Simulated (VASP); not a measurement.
Ga: single point with PBEsol+D3(BJ)

Crystal: Ga.

```
Ga
1.0
    -1.38440    1.38440    2.31122
     1.38440   -1.38440    2.31122
     1.38440    1.38440   -2.31122
Ga
1
Direct
  0.00000 0.00000 0.00000
```

| Item | Value |
| --- | --- |
| Program | VASP 6.6.1 |
| Task | single point |
| Functional | PBEsol |
| Dispersion | D3(BJ) |
| Potentials or basis | VASP PAW PBE potentials, release 64 (Ga_d) |
| Cutoff | 400 eV |
| k mesh | 13 × 13 × 13 |
| Occupations | methfessel-paxton, width 0.1 eV |
| Spin | no spin polarisation |
| Dipole correction | no |
| k mesh for the DOS | 20 × 20 × 20 |
| Occupations for the DOS | tetrahedron |
| Further INCAR settings | ALGO = Normal; EDIFF = 1e-06 |

| Quantity | Value |
| --- | --- |
| Valence electrons inside the program's atomic spheres | Ga 11.57 |
| Dispersion energy per atom | -0.319 eV |

Levels at points of the mesh, in eV from the Fermi level:
```csv
k point,band 4,band 5,band 6,band 7,band 8,band 9
"(0.00, 0.00, 0.00)",-14.83,-14.67,-11.53,12.68,13.00,13.00
"(0.50, 0.00, 0.00)",-14.67,-14.61,-4.90,-4.22,7.91,11.90
"(0.50, 0.50, 0.00)",-14.66,-14.52,-1.98,-0.94,3.76,5.08
"(0.50, 0.50, 0.50)",-14.63,-14.62,-4.49,-3.95,7.18,7.18
```

It took 36 s on 1 thread of Intel(R) Xeon(R) Platinum 8488C (Sapphire Rapids), on a shared host, peak memory 0.21 GiB.
